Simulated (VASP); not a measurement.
# LiAlO (P-6m2) in VASP: further runs, part 2 of 2

VASP 6.6.1.

## Step 3: Single point, PBE

This run uses another cell than the first one, of 14.43 Å³/atom, 1.292 times its volume.

INCAR

```
PREC = Accurate ; ENCUT = 520
EDIFF = 1E-7 ; ISMEAR = 0
SIGMA = 0.1 ; LREAL = False
LASPH = True ; NELM = 60
ALGO = Normal ; ISIF = 2
LWAVE = False ; LCHARG = False
GGA = PE ; NBANDS = 13
```

KPOINTS

```
Automatic mesh
0
Gamma
  6 6 6
```

POSCAR

```
LiAlO
1.0
    3.2427266655     -0.0000000027      0.0000000000
   -1.6213633304      2.8082836713      0.0000000000
    0.0000000000      0.0000000000      4.7524000638
Li Al O
1 1 1
Direct
    0.0000000000      0.0000000000      0.0000000000
    0.6666666667      0.3333333333      0.5000000000
    0.3333333333      0.6666666667      0.5000000000
```

Potentials or basis: VASP PAW PBE potentials, release 64 (Li_sv, Al, O).

Command:

```bash
> cat potpaw_PBE.64/Li_sv/POTCAR potpaw_PBE.64/Al/POTCAR potpaw_PBE.64/O/POTCAR > POTCAR
> mpirun -np 1 vasp_std > vasp.out
```

OUTCAR:

```text
PREC = Accurate
   ENCUT = 520
   EDIFF = 1E-7
   ISMEAR = 0
   LREAL = False
   LASPH = True
   NELM = 60
   ISIF = 2
   GGA = PE

 ion  position               nearest neighbor table
   1  0.000  0.000  0.000-
   2  0.667  0.333  0.500-   3 1.87   3 1.87   3 1.87
   3  0.333  0.667  0.500-   2 1.87   2 1.87   2 1.87

  LATTYP: Found a hexagonal cell.
 ALAT       =     3.2427266655
 C/A-ratio  =     1.4655567842

  Lattice vectors:

 A1 = (   3.2427266655,  -0.0000000027,   0.0000000000)
 A2 = (  -1.6213633304,   2.8082836713,   0.0000000000)
 A3 = (   0.0000000000,   0.0000000000,   4.7524000638)

Analysis of symmetry for initial positions (statically):
=====================================================================
 Subroutine PRICEL returns:
 Original cell was already a primitive cell.

 Routine SETGRP: Setting up the symmetry group for a
 hexagonal supercell.

 Subroutine GETGRP returns: Found 12 space group operations
 (whereof 12 operations were pure point group operations)
 out of a pool of 24 trial point group operations.

The static configuration has the point symmetry D_3h.
[... 168 lines left out ...]
 Fermi energy:         4.6114981872

 k-point     1 :       0.0000    0.0000    0.0000
  band No.  band energies     occupation
      1     -41.7799      2.00000
      2     -16.8628      2.00000
      3      -2.0538      2.00000
      4      -1.9293      2.00000
      5      -1.9293      2.00000
      6       0.8513      2.00000
      7       6.7934      0.00000
      8       7.2588      0.00000
      9      11.6314      0.00000
     10      11.6314      0.00000
     11      16.3555      0.00000
     12      17.4325      0.00000
     13      17.4325      0.00000
[... 354 lines left out ...]
  band No.  band energies     occupation
      1     -41.7754      2.00000
      2     -16.4535      2.00000
      3      -4.1989      2.00000
      4      -2.2869      2.00000
      5      -1.5414      2.00000
      6       4.3114      1.99998
      7       4.9214      0.00001
      8       8.3221      0.00000
      9       8.9469      0.00000
     10      12.4503      0.00000
     11      13.7611      0.00000
     12      14.1205      0.00000
     13      14.1935      0.00000

 [... further k-points ...]
[... 5 lines left out ...]
  --------------------------------------------------------------------------------------
  -------------------------------------------------------------------------------------
  Total       -0.0204684     -0.0204684     -0.0137009     -0.0000000     -0.0000000      0.0000000
  in kB       -0.7577559     -0.7577559     -0.5072206     -0.0000000     -0.0000000      0.0000000
  external PRESSURE =      -0.6742441 kB  Pullay stress =       0.0000000 kB

 VOLUME and BASIS-vectors are now :
 -----------------------------------------------------------------------------
  energy-cutoff  :      520.00
  volume of cell :       43.28
      direct lattice vectors                 reciprocal lattice vectors
     3.242726666 -0.000000003  0.000000000     0.308382452  0.178044691  0.000000000
    -1.621363330  2.808283671  0.000000000     0.000000000  0.356089383  0.000000000
     0.000000000  0.000000000  4.752400064     0.000000000  0.000000000  0.210419995

 POSITION                                       TOTAL-FORCE (eV/Angst)
 -----------------------------------------------------------------------------------
      0.00000      0.00000      0.00000        -0.000000      0.000000      0.000000
      1.62136      0.93609      2.37620         0.000000     -0.000000      0.000000
      0.00000      1.87219      2.37620        -0.000000     -0.000000      0.000000
 -----------------------------------------------------------------------------------
    total drift:                                0.000003     -0.000002     -0.000000

  FREE ENERGIE OF THE ION-ELECTRON SYSTEM (eV)
  ---------------------------------------------------
  free  energy   TOTEN  =       -13.9208847021 eV

  energy  without entropy=      -13.9184993862  energy(sigma->0) =      -13.91969204
```

OSZICAR:

```text
N       E                     dE             d eps       ncg     rms          rms(c)
DAV:   1     0.376955498779E+02    0.37696E+02   -0.49849E+03   728   0.841E+02
DAV:   2    -0.123980472402E+02   -0.50094E+02   -0.47859E+02   939   0.166E+02
DAV:   3    -0.153965687846E+02   -0.29985E+01   -0.29848E+01   971   0.396E+01
DAV:   4    -0.154863214832E+02   -0.89753E-01   -0.89708E-01   993   0.694E+00
DAV:   5    -0.154871951474E+02   -0.87366E-03   -0.87365E-03   979   0.641E-01    0.766E+00
DAV:   6    -0.140519286920E+02    0.14353E+01   -0.10086E+01   763   0.177E+01    0.333E+00
DAV:   7    -0.139446205691E+02    0.10731E+00   -0.39598E-01   793   0.386E+00    0.140E+00
DAV:   8    -0.139209390003E+02    0.23682E-01   -0.52824E-02   868   0.169E+00    0.207E-01
DAV:   9    -0.139208453820E+02    0.93618E-04   -0.33358E-03   858   0.342E-01    0.128E-01
DAV:  10    -0.139208803508E+02   -0.34969E-04   -0.24578E-04   898   0.106E-01    0.270E-02
DAV:  11    -0.139208842240E+02   -0.38732E-05   -0.17103E-05   946   0.314E-02    0.126E-02
DAV:  12    -0.139208850471E+02   -0.82304E-06   -0.20019E-06   853   0.105E-02    0.299E-03
DAV:  13    -0.139208846718E+02    0.37530E-06   -0.13234E-07   607   0.281E-03    0.737E-04
DAV:  14    -0.139208847021E+02   -0.30343E-07   -0.14607E-08   409   0.982E-04
   1 F= -.13920885E+02 E0= -.13919692E+02  d E =-.238532E-02
```

stdout:

```text
POSCAR found type information on POSCAR LiAlO
 POSCAR found :  3 types and       3 ions
 scaLAPACK will be used
 LDA part: xc-table for (Slater+PW92), standard interpolation
 POSCAR, INCAR and KPOINTS ok, starting setup
 FFT: planning ... GRIDC
 FFT: planning ... GRID_SOFT
 FFT: planning ... GRID
 WAVECAR not read
 entering main loop
```

It took 6.3 s on 1 thread of AMD EPYC 9R45 (Zen 5), shared host; peak memory 0.12 GiB.

Results:

```
Free energy            : -13.9209 eV
Band gap on the k mesh : zero (band 6 reaches 5.42 eV, above the bottom of band 7 at 4.33 eV)
```

Caveat: the k points lie up to 0.37 Å⁻¹ apart; the cutoff is under 1.25 times the usual one of these potentials, so pressure, stress and relaxed cells hold a basis-set (Pulay) error.

## Step 4: Relaxation of cell and atoms, PBE

INCAR

```
SYSTEM = LiAlO
PREC = Accurate
ENCUT = 600
EDIFF = 1E-6
ISMEAR = 0
SIGMA = 0.1
LREAL = .FALSE.
LASPH = .TRUE.
NELM = 60
ALGO = Normal
ISIF = 3
LWAVE = .FALSE.
LCHARG = .FALSE.
GGA = PE
IBRION = 2
NSW = 90
EDIFFG = -0.04
```

KPOINTS

```
Automatic mesh
0
G
  6 6 6
  0 0 0
```

POSCAR

```
LiAlO
1.0
    3.4258736500      0.0000000000      0.0000000000
   -1.7129368200      2.9668936100      0.0000000000
    0.0000000000      0.0000000000      3.2964761400
Li Al O
1 1 1
Direct
    0.0000000000      0.0000000000      0.0000000000
    0.6666666700      0.3333333300      0.5000000000
    0.3333333300      0.6666666700      0.5000000000
```

Command:

```bash
> cat potpaw_PBE.64/Li_sv/POTCAR potpaw_PBE.64/Al/POTCAR potpaw_PBE.64/O/POTCAR > POTCAR
> mpirun -np 1 vasp_std > vasp.out
```

Run time: 31 s. Hardware: 1 thread of AMD EPYC 9R45 (Zen 5), shared host; peak memory 0.12 GiB.

Results (log left out):

| Quantity | Value |
| --- | --- |
| Free energy | -13.8478 eV |
| Relaxed volume | 13.14 Å³/atom |
| Relaxed cell | a = 3.307 Å, b = 3.307 Å, c = 4.161 Å, α = 90.00°, β = 90.00°, γ = 120.00° |
| Space group after relaxing (to 0.05 Å) | P-6m2 (No. 187) |
| Energy gained by relaxing | 75.9 meV/atom |
| Ionic steps | 9 |
| Pressure after relaxing | -0.2 GPa |
| Band gap on the k mesh | zero (band 6 reaches 5.71 eV, above the bottom of band 7 at 5.43 eV) |

Stress tensor (GPa, compression positive):
```
-0.27  0.00  0.00
 0.00 -0.27  0.00
 0.00  0.00 -0.13
```

The path:
```csv
step,energy change (eV),largest force (eV/Å),pressure (GPa),volume (Å³)
1,0.0000,0.0000,5.20,33.51
2,-0.0564,0.0000,1.08,35.29
3,-0.0743,0.0000,-2.01,36.98
4,-0.1281,0.0000,-1.28,37.30
5,-0.2178,0.0000,1.85,37.92
6,-0.2171,0.0000,2.79,38.00
7,-0.2042,0.0000,-1.83,40.96
8,-0.2244,0.0000,0.91,39.20
9,-0.2278,0.0000,-0.22,39.41
```

Final structure:
```cif
data_structure
_symmetry_space_group_name_H-M 'P 1'
_symmetry_Int_Tables_number 1
_cell_length_a 3.3068
_cell_length_b 3.3068
_cell_length_c 4.1613
_cell_angle_alpha 90.000
_cell_angle_beta 90.000
_cell_angle_gamma 120.000
_cell_volume 39.41
loop_
_atom_site_label
_atom_site_type_symbol
_atom_site_fract_x
_atom_site_fract_y
_atom_site_fract_z
_atom_site_occupancy
Li1 Li 0.00000 0.00000 0.00000 1
Al1 Al 0.66667 0.33333 0.50000 1
O1 O 0.33333 0.66667 0.50000 1
```

Levels at points of the mesh, in eV from the Fermi level:
```tsv
k point	band 3	band 4	band 5	band 6	band 7	band 8	band 9	band 10
(0.00, 0.00, 0.00)	-6.46	-6.46	-6.35	-4.07	2.98	3.51	6.02	6.02
(0.50, 0.00, 0.00)	-9.30	-6.95	-5.37	-1.02	1.87	2.27	5.07	6.94
(0.00, 0.00, 0.50)	-7.16	-6.44	-6.44	-2.63	0.15	6.91	6.91	9.78
(0.50, 0.00, 0.50)	-9.19	-6.91	-5.90	-0.82	1.01	3.10	3.67	6.34
```

Caveat: the cutoff is under 1.25 times the usual one of these potentials, so pressure, stress and relaxed cells hold a basis-set (Pulay) error; the volume moved by over 15 % at a fixed basis, so the end points are rough.

## Step 5: The runs side by side

```csv
task,cell,cutoff (eV),gap on the mesh (eV)
single point,"a = 3.426, b = 3.426, c = 3.296 Å, angles 90.0, 90.0, 120.0°, 3 atoms",520,0.55
single point,"a = 3.243, b = 3.243, c = 4.752 Å, angles 90.0, 90.0, 120.0°, 3 atoms",520,none
relaxation of cell and atoms,"relaxed from a = 3.426, b = 3.426, c = 3.296 Å, angles 90.0, 90.0, 120.0°, 3 atoms",600,none
```

Alike in all rows: level PBE; potentials or basis VASP PAW PBE potentials, release 64 (Li_sv, Al, O); no spin polarisation; k mesh 6 × 6 × 6; smearing gaussian 0.1 eV.

Caveats: some runs use coarse meshes; the cutoff is under 1.25 times the usual one of these potentials, so pressure, stress and relaxed cells hold a basis-set (Pulay) error; the volume moved by over 15 % at a fixed basis, so the end points are rough (some runs).

Total energies depend on the potentials used, so only differences within one code and one set of settings carry meaning.
